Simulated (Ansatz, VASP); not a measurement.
# One calculation of AlNi, two programs

The input INCAR:

```
ALGO = Normal
EDIFF = 1E-7
ENCUT = 520
GGA = PS
ISIF = 2
ISMEAR = 0
LASPH = True
LCHARG = True
LELF = True
LREAL = False
LVHAR = True
LWAVE = False
NBANDS = 14
NELM = 100
PREC = Accurate
SIGMA = 0.15
```

Contents of KPOINTS:

```
k-points
0
Gamma
  16 16 16
```

POSCAR

```
AlNi
1.0
    2.8810000000      0.0000000000      0.0000000000
    0.0000000000      2.8810000000      0.0000000000
    0.0000000000      0.0000000000      2.7657600000
Al Ni
1 1
Direct
    0.0000000000      0.0000000000      0.0000000000
    0.5000000000      0.5000000000      0.5000000000
```

Input for Ansatz:

```yaml
crystal:
  lattice:
    - [2.881, 0.0, 0.0]
    - [0.0, 2.881, 0.0]
    - [0.0, 0.0, 2.76576]
  atoms:
    - { symbol: Al, position: [0.0, 0.0, 0.0] }
    - { symbol: Ni, position: [0.5, 0.5, 0.5] }
basis:
  ecutwfc: 420
kpoints:
  mp_grid: { grid: [16, 16, 16] }
hamiltonian:
  xc: pbesol
scf:
  occupations: { method: gaussian, width: 0.15 }
output:
  forces: true
  stress: true
  eigenvalues: true
```

Change from the starting cell: strain +0.000 along x and y, -0.040 along z, atoms carried along.

Alike in both runs: task single point; functional PBEsol; k mesh 16 × 16 × 16; occupations gaussian, width 0.15 eV; no spin polarisation.

|  | VASP | Ansatz |
| --- | --- | --- |
| version | VASP 6.6.1 | Ansatz 0.2.0 |
| potentials or method | VASP PAW PBE potentials, release 64 (Al, Ni), cutoff 520 eV | scalar-relativistic, plane waves, PAW |
| valence electrons in the cell | 13 | 21 |

```csv
,VASP,Ansatz,Ansatz less VASP
gap on the k mesh at the Fermi level (eV),none,none,-
pressure (GPa),4.1,4.0,-0.14
"traceless stress, the component that is largest in VASP (GPa)",2.83,2.76,-0.073
```

VASP's potentials were made for PBE, not for PBEsol. A gap of «none» marks a metal or a gap that the smearing closes. With one functional, cell and mesh, what is left measures potentials, basis and numerics. VASP's potentials hold 13 valence electrons a cell and Ansatz's 21, so a difference there can come from the potentials and not from the codes.
